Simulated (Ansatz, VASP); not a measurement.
## Two plane-wave programs on Au

Contents of INCAR:

```
SYSTEM = Au
PREC = Accurate ; ENCUT = 520
EDIFF = 1E-6 ; ISMEAR = 0
SIGMA = 0.2 ; LREAL = .FALSE.
LASPH = .TRUE. ; NELM = 60
ALGO = Fast ; ISIF = 2
LWAVE = .FALSE. ; LCHARG = .FALSE.
GGA = PE ; NBANDS = 54
```

Contents of KPOINTS:

```
Automatic mesh
0
G
  8 4 2
  0 0 0
```

POSCAR

```
Au
1.0
    1.4599474047     -2.5248273753      0.0000000000
   -4.3798422142     -2.5248273753      0.0000000000
    0.0000000000      0.0000000000     -9.7735403508
Au
8
Direct
    0.7502968858      0.5834322953      0.8750000000
    0.7502968858      0.5834322953      0.3750000000
    0.2502968858      0.0834322953      0.8750000000
    0.2502968858      0.0834322953      0.3750000000
    0.7497031142      0.9165677047      0.6250000000
    0.7497031142      0.9165677047      0.1250000000
    0.2497031142      0.4165677047      0.6250000000
    0.2497031142      0.4165677047      0.1250000000
```

Input for Ansatz:

```yaml
crystal:
  lattice:
    - [1.4599474047, -2.5248273753, 0.0]
    - [-4.3798422142, -2.5248273753, 0.0]
    - [0.0, 0.0, -9.7735403508]
  atoms:
    - { symbol: Au, position: [0.7502968858, 0.5834322953, 0.875] }
    - { symbol: Au, position: [0.7502968858, 0.5834322953, 0.375] }
    - { symbol: Au, position: [0.2502968858, 0.0834322953, 0.875] }
    - { symbol: Au, position: [0.2502968858, 0.0834322953, 0.375] }
    - { symbol: Au, position: [0.7497031142, 0.9165677047, 0.625] }
    - { symbol: Au, position: [0.7497031142, 0.9165677047, 0.125] }
    - { symbol: Au, position: [0.2497031142, 0.4165677047, 0.625] }
    - { symbol: Au, position: [0.2497031142, 0.4165677047, 0.125] }
basis:
  ecutwfc: 420
kpoints:
  mp_grid: { grid: [8, 4, 2] }
hamiltonian:
  xc: pbe
scf:
  occupations: { method: gaussian, width: 0.2 }
  lower_state_search: "off"
output:
  forces: true
  stress: true
  eigenvalues: true
```

Alike in both runs: task single point; functional PBE; k mesh 8 × 4 × 2; occupations gaussian, width 0.2 eV; no spin polarisation.

|  | VASP | Ansatz |
| --- | --- | --- |
| version | VASP 6.6.1 | Ansatz 0.2.0 |
| potentials or method | VASP PAW PBE potentials, release 64 (Au), cutoff 520 eV | scalar-relativistic, plane waves, PAW |
| valence electrons in the cell | 88 | 152 |

```csv
,VASP,Ansatz,Ansatz less VASP
gap on the k mesh at the Fermi level (eV),none,none,-
pressure (GPa),-0.2,0.1,+0.27
"traceless stress, the component that is largest in VASP (GPa)",0.33,0.33,0.000
rms of the force components (eV/Å),0.009,0.009,+0.0001
```

Atom by atom the forces differ by 0.000 eV/Å (rms over components). A gap of «none» marks a metal or a gap that the smearing closes. VASP's potentials hold 88 valence electrons a cell and Ansatz's 152, so a difference there can come from the potentials and not from the codes.

Neither program's run includes spin-orbit coupling.
